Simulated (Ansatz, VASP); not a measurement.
**Two plane-wave programs on BN**

The input POSCAR:

```
BN
1.0
    0.0236432017      1.8048245542      1.8048245542
    1.8048245542      0.0236432017      1.8048245542
    1.8284677559      1.8284677559      0.0000000000
B N
1 1
Direct
    0.0001192129      0.0001192129     -0.0001192129
    0.2498807871      0.2498807871      0.2501192129
```

INCAR.step1

```
ALGO = Normal
EDIFF = 1E-5
ENCUT = 520
GGA = PE
ISIF = 2
ISMEAR = 0
LASPH = T
LCHARG = F
LREAL = F
LWAVE = T
NBANDS = 11
NELM = 100
PREC = Accurate
SIGMA = 0.01
```

File INCAR.step2:

```
ALGO = Normal
EDIFF = 1E-6
ENCUT = 520
GGA = PE
HFSCREEN = 0.2079
ISIF = 2
ISMEAR = 0
ISTART = 1
LASPH = T
LCHARG = F
LHFCALC = T
LREAL = F
LWAVE = F
NBANDS = 11
NELM = 100
PREC = Accurate
PRECFOCK = Normal
SIGMA = 0.01
```

File KPOINTS:

```
k-points
0
Gamma
  8 8 8
```

Input for Ansatz:

```yaml
crystal:
  lattice:
    - [0.0236432017, 1.8048245542, 1.8048245542]
    - [1.8048245542, 0.0236432017, 1.8048245542]
    - [1.8284677559, 1.8284677559, 0.0]
  atoms:
    - { symbol: B, position: [0.0001192129, 0.0001192129, -0.0001192129] }
    - { symbol: "N", position: [0.2498807871, 0.2498807871, 0.2501192129] }
kpoints:
  mp_grid: { grid: [8, 8, 8] }
  band_path:
    path:
      - [0.0, 0.0, 0.0]
      - [-0.5, -0.5, 0.0]
      - [-0.375, -0.375, 0.25]
      - [-0.375, 0.0, 0.375]
      - [0.0, 0.0, 0.5]
      - [-0.5, -0.25, 0.25]
    npoints: 1
hamiltonian:
  xc: hse06
scf:
  occupations: { method: fixed }
  n_extra_bands: 4
output:
  forces: true
  stress: true
  eigenvalues: true
```

Change from the starting cell: shear_xy strain +2.6%.

Alike in both runs: task single point; functional HSE06; k mesh 8 × 8 × 8; no spin polarisation.

|  | VASP | Ansatz |
| --- | --- | --- |
| version | VASP 6.6.1 | Ansatz 0.2.0 |
| potentials or method | VASP PAW PBE potentials, release 64 (B, N) | plane waves, PAW |
| plane-wave cutoff (eV) | 520 | 420 |
| occupations | gaussian, width 0.01 eV | fixed |
| valence electrons in the cell | 8 | 8 |

|  | VASP | Ansatz | Ansatz less VASP |
| --- | --- | --- | --- |
| gap on the k mesh at the Fermi level (eV) | 5.68 | 5.70 | +0.013 |
| pressure (GPa) | -3.6 | -4.1 | -0.49 |
| traceless stress, the component that is largest in VASP (GPa) | -12.40 | -12.30 | +0.093 |
| rms of the force components (eV/Å) | 0.014 | 0.011 | -0.0031 |

Atom by atom the forces differ by 0.003 eV/Å (rms over components). Ansatz's warnings: stress exchange threshold loose, stress scf threshold loose.
